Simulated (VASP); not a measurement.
Set up this calculation in VASP 6.6.1, as the native input.

| Quantity | Value |
| --- | --- |
| Task | relaxation of cell and atoms |
| Functional | LDA |
| Potentials or basis | VASP PAW LDA potentials, release 64 (Ba_sv) |
| Cutoff | 600 eV |
| k mesh | 14 × 14 × 14 |
| Occupations | fermi-dirac, width 0.05 eV |
| Spin | no spin polarisation |
| Dipole correction | no |
| Further INCAR settings | ALGO = Normal; EDIFF = 1e-06; IBRION = 2; EDIFFG = -0.003; NSW = 100; ISIF = 3 |

The structure of Ba lies in POSCAR:

```
Ba
1.0
   -2.5000000000      2.5000000000      2.5000000000
    2.5000000000     -2.5000000000      2.5000000000
    2.5000000000      2.5000000000     -2.5000000000
Ba
1
Direct
    0.0000000000      0.0000000000      0.0000000000
```

The input as run:

INCAR

```
ALGO     = Normal         # electronic algorithm
EDIFF    = 1E-6           # SCF threshold, eV
EDIFFG   = -0.003         # ionic threshold
ENCUT    = 600            # plane-wave cutoff, eV
GGA      = CA             # functional
IBRION   = 2              # ionic algorithm
ISIF     = 3              # what is computed and relaxed
ISMEAR   = -1             # smearing method
LASPH    = True           # aspherical terms in the spheres
LCHARG   = False          # write CHGCAR
LREAL    = False          # projectors in reciprocal space
LWAVE    = False          # write WAVECAR
NELM     = 80             # most SCF steps
NSW      = 100            # ionic steps
PREC     = Accurate       # precision mode
SIGMA    = 0.05           # smearing width, eV
```

KPOINTS

```
k-points
0
Gamma
  14 14 14
```

Potentials or basis: VASP PAW LDA potentials, release 64 (Ba_sv).

Launch:

```sh
$ cat potpaw_LDA.64/Ba_sv/POTCAR > POTCAR
$ mpirun -np 1 vasp_std > vasp.out
```

It gave:

```
Relaxed volume                        : 54.44 Å³/atom
Relaxed cell                          : a = 4.135 Å, b = 4.135 Å, c = 4.135 Å, α = 109.47°, β = 109.47°, γ = 109.47°
Space group after relaxing (to 0.1 Å) : Im-3m (No. 229)
Energy gained by relaxing             : 33.8 meV/atom
Ionic steps                           : 8
Pressure after relaxing               : 0.0 GPa
Band gap on the k mesh                : zero (bands 5 and 6 overlap by 1.32 eV)
```

Caveat: spin-orbit coupling is left out, which moves the levels of the heavy elements.

Wall time 2.3 min on 1 thread of Intel(R) Xeon(R) Platinum 8259CL CPU @ 2.50GHz (Skylake/Cascade Lake), on a shared host, peak memory 0.22 GiB.
